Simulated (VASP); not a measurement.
# Mg in VASP: further runs, part 3 of 3

VASP 6.6.1.

## (5) Single point, PBE

This run uses another cell than the first one, of the same volume but with other edges.

File INCAR:

```
ALGO = Normal
EDIFF = 1E-6
ENCUT = 520
GGA = PE
ISIF = 2
ISMEAR = 0
LASPH = True
LCHARG = False
LREAL = False
LWAVE = False
NBANDS = 7
NELM = 80
PREC = Accurate
SIGMA = 0.1
```

File KPOINTS:

```
k-points
0
Gamma
  11 11 11
```

File POSCAR:

```
Mg
1.0
   -1.8359916300      1.8359916300      1.6794040200
    1.8359916300     -1.8359916300      1.6794040200
    1.8359916300      1.8359916300     -1.6794040200
Mg
1
Direct
    0.0000000000      0.0000000000      0.0000000000
```

Started as:

```sh
cat potpaw_PBE.64/Mg/POTCAR > POTCAR
mpirun -np 1 vasp_std > vasp.out
```

Wall time 22 s (1 thread of AMD EPYC 7R13, shared host); peak memory 0.12 GiB.

It converged, with:

- Free energy: -1.4792 eV
- Pressure: 0.4 GPa
- Band gap on the k mesh: zero (band 1 reaches 5.87 eV, above the bottom of band 2 at 1.55 eV)

Stress tensor (GPa, compression positive):
```
0.33 0.00 0.00
0.00 0.33 0.00
0.00 0.00 0.68
```

Levels at points of the mesh, in eV from the Fermi level:
| k point | band 1 | band 2 | band 3 | band 4 |
| --- | --- | --- | --- | --- |
| (0.00, 0.00, 0.00) | -7.03 | 11.94 | 13.79 | 13.79 |

## (6) Single point, PBE (volume scaled by 0.94)

File INCAR:

```
SYSTEM = Mg
PREC = Accurate ; ENCUT = 520
EDIFF = 1E-6 ; ISMEAR = -1
SIGMA = 0.05 ; LREAL = .FALSE.
LASPH = .TRUE. ; NELM = 80
ALGO = Normal ; ISIF = 2
LWAVE = .FALSE. ; LCHARG = .FALSE.
GGA = PE ; NBANDS = 7
```

File KPOINTS:

```
Automatic mesh
0
G
  11 11 11
  0 0 0
```

File POSCAR:

```
Mg
1.0
   -1.7985118965      1.7985118965      1.6451208489
    1.7985118965     -1.7985118965      1.6451208489
    1.7985118965      1.7985118965     -1.6451208489
Mg
1
Direct
    0.0000000000      0.0000000000      0.0000000000
```

Potentials or basis: VASP PAW PBE potentials, release 64 (Mg).

Started as:

```sh
cat potpaw_PBE.64/Mg/POTCAR > POTCAR
mpirun -np 1 vasp_std > vasp.out
```

OUTCAR:

```text
SYSTEM = Mg
   PREC = Accurate
   ENCUT = 520
   EDIFF = 1E-6
   ISMEAR = -1
   LREAL = .FALSE.
   LASPH = .TRUE.
   NELM = 80
   ISIF = 2
   GGA = PE

 ion  position               nearest neighbor table
   1  0.000  0.000  0.000-

  LATTYP: Found a body centered tetragonal cell.
 ALAT       =     3.5970237930
 C/A-ratio  =     0.9147122419

  Lattice vectors:

 A1 = (  -1.7985118965,   1.7985118965,   1.6451208489)
 A2 = (   1.7985118965,  -1.7985118965,   1.6451208489)
 A3 = (   1.7985118965,   1.7985118965,  -1.6451208489)

Analysis of symmetry for initial positions (statically):
=====================================================================
 Subroutine PRICEL returns:
 Original cell was already a primitive cell.

 Routine SETGRP: Setting up the symmetry group for a
 body centered tetragonal supercell.

 Subroutine GETGRP returns: Found 16 space group operations
 (whereof 16 operations were pure point group operations)
 out of a pool of 16 trial point group operations.

The static configuration has the point symmetry D_4h.

Analysis of symmetry for dynamics (positions and initial velocities):
=====================================================================
 Subroutine PRICEL returns:
 Original cell was already a primitive cell.

 Routine SETGRP: Setting up the symmetry group for a
 body centered tetragonal supercell.

 Subroutine GETGRP returns: Found 16 space group operations
 (whereof 16 operations were pure point group operations)
 out of a pool of 16 trial point group operations.

The dynamic configuration has the point symmetry D_4h.

 Subroutine INISYM returns: Found 16 space group operations
 (whereof 16 operations are pure point group operations),
 and found     1 'primitive' translations

----------------------------------------------------------------------------------------

                                     Primitive cell

  volume of cell :      21.2855
[... 106 lines left out ...]
     AMIX     =   0.40;   BMIX     =  1.00
     AMIX_MAG =   1.60;   BMIX_MAG =  1.00
  volume/ion in A,a.u.               =      21.29       143.64
  Fermi-wavevector in a.u.,A,eV,Ry     =   0.744258  1.406443  7.536533  0.553920
  Thomas-Fermi vector in A             =   1.839567
   LORBIT       =      0    0 simple, 1 ext, 2 COOP (PROOUT), +10 PAW based schemes
   GGA     = PE    functional components
   LHFCALC =     F    Hartree Fock is set to
   AEXX    =    0.0000 exact exchange contribution
   IVDW    =     0    specifies the selected vdW correction
   LEPSILON=     F    determine dielectric tensor
   LRPA    =     F    only Hartree local field effects (RPA)
 non-spin polarized calculation
  energy-cutoff  :      520.00
  volume of cell :       21.29
 maximum number of plane-waves:       586
   NGX = 11   NGY = 11   NGZ = 11

 number of electron       2.0000000 magnetization

 Free energy of the ion-electron system (eV)
  ---------------------------------------------------
  ext. energy  EPLUGINS =         0.00000000
  ---------------------------------------------------
  free energy    TOTEN  =        -1.46557926 eV

  energy without entropy =       -1.46202218  energy(sigma->0) =       -1.46380072

 E-fermi :   3.0947     XC(G=0):  -8.7302

 val. band max:        3.0616339999   @ k =   0.3636   0.3636   0.0000
 cond. band min:       3.0977726680   @ k =  -0.2727  -0.4545   0.2727
 fundamental gap:      0.0361386681
 Fermi energy:         3.0947040791

 k-point     1 :       0.0000    0.0000    0.0000
  band No.  band energies     occupation
      1      -4.2202      2.00000
      2      15.3972      0.00000
      3      17.3341      0.00000
      4      17.3341      0.00000
      5      17.6627      0.00000
      6      18.1294      0.00000
      7      18.1294      0.00000
[... 221 lines left out ...]
 k-point    24 :      -0.1818    0.1818    0.0000
  band No.  band energies     occupation
      1      -3.4515      2.00000
      2      10.4022      0.00000
      3      15.3197      0.00000
      4      15.7680      0.00000
      5      16.6804      0.00000
      6      17.0754      0.00000
      7      18.7026      0.00000

 [... further k-points ...]

------------------------ aborting loop because EDIFF is reached ----------------------------------------

  FORCE on cell =-STRESS in cart. coord.  units (eV):
  Direction    XX          YY          ZZ          XY          YZ          ZX
  --------------------------------------------------------------------------------------
  -------------------------------------------------------------------------------------
  Total        0.3695890      0.3695890      0.4840821      0.0000000     -0.0000000      0.0000000
  in kB       27.8192357     27.8192357     36.4372159      0.0000000     -0.0000000      0.0000000
  external PRESSURE =      30.6918958 kB  Pullay stress =       0.0000000 kB

 VOLUME and BASIS-vectors are now :
 -----------------------------------------------------------------------------
  energy-cutoff  :      520.00
  volume of cell :       21.29
      direct lattice vectors                 reciprocal lattice vectors
    -1.798511896  1.798511896  1.645120849     0.000000000  0.278007613  0.303929040
     1.798511896 -1.798511896  1.645120849     0.278007613  0.000000000  0.303929040
     1.798511896  1.798511896 -1.645120849     0.278007613  0.278007613  0.000000000

 POSITION                                       TOTAL-FORCE (eV/Angst)
 -----------------------------------------------------------------------------------
      0.00000      0.00000      0.00000         0.000000      0.000000      0.000000
 -----------------------------------------------------------------------------------
    total drift:                                0.000000      0.000000      0.000000

  FREE ENERGIE OF THE ION-ELECTRON SYSTEM (eV)
  ---------------------------------------------------
  free  energy   TOTEN  =        -1.4655792551 eV

  energy  without entropy=       -1.4620221839  energy(sigma->0) =       -1.46380072
```

OSZICAR:

```text
N       E                     dE             d eps       ncg     rms          rms(c)
DAV:   1    -0.816013172266E+00   -0.81601E+00   -0.83697E+02  1953   0.198E+02
DAV:   2    -0.147172700656E+01   -0.65571E+00   -0.64127E+00  2317   0.112E+01
DAV:   3    -0.147408489843E+01   -0.23579E-02   -0.23574E-02  2247   0.751E-01
DAV:   4    -0.147408838792E+01   -0.34895E-05   -0.34893E-05  2492   0.216E-02
DAV:   5    -0.147408839844E+01   -0.10525E-07   -0.10428E-07  2261   0.774E-04    0.671E-01
DAV:   6    -0.146990637643E+01    0.41820E-02   -0.21701E-04  1995   0.109E-01    0.429E-01
DAV:   7    -0.146557452196E+01    0.43319E-02   -0.97472E-04  1820   0.190E-01    0.236E-02
DAV:   8    -0.146557950975E+01   -0.49878E-05   -0.71974E-06  2653   0.160E-02    0.535E-03
DAV:   9    -0.146557925510E+01    0.25465E-06   -0.64915E-07  1953   0.339E-03
   1 F= -.14655793E+01 E0= -.14638007E+01  d E =-.355707E-02
```

Wall time 17 s (1 thread of Intel Xeon 6975P-C, shared host); peak memory 0.15 GiB.

What came out:

| Property | Result |
| --- | --- |
| Free energy | -1.4656 eV |
| Pressure | 3.1 GPa |
| Band gap on the k mesh | zero (band 1 reaches 6.27 eV, above the bottom of band 2 at 1.89 eV) |

Stress tensor (GPa, compression positive):
```
2.78 0.00 0.00
0.00 2.78 0.00
0.00 0.00 3.64
```

## (7) Overview

| level | spin | cell | k mesh | smearing | grid for exact exchange (PRECFOCK) | gap on the mesh (eV) | pressure (GPa) |
| --- | --- | --- | --- | --- | --- | --- | --- |
| r2SCAN | collinear, ferromagnetic start | a = 3.105, b = 3.020, c = 3.104 Å, angles 106.4, 106.6, 114.1°, 1 atom | 11 × 11 × 11 | methfessel-paxton 0.01 eV | - | none | -0.2 |
| PBE0 | off | a = 3.092 Å, angles 107.2, 107.2, 114.2°, 1 atom | 6 × 6 × 6 | fermi-dirac 0.1 eV | Normal | none | 0.5 |
| RPBE | off | a = 3.092 Å, angles 107.2, 107.2, 114.2°, 1 atom | 11 × 11 × 11 | gaussian 0.02 eV | - | none | 1.6 |
| PBE | off | a = 3.092 Å, angles 107.2, 107.2, 114.2°, 1 atom | 11 × 11 × 11 | gaussian 0.1 eV | - | none | 0.4 |
| PBE | off | a = 3.029 Å, angles 107.2, 107.2, 114.2°, 1 atom | 11 × 11 × 11 | fermi-dirac 0.05 eV | - | none | 3.1 |

Alike in all rows: task single point; potentials or basis VASP PAW PBE potentials, release 64 (Mg); cutoff (eV) 520.

Caveats: some runs use coarse meshes; the PAW data sets were made with another functional, which shifts forces and pressure a little (some runs).

Total energies depend on the potentials used, so only differences within one code and one set of settings carry meaning.
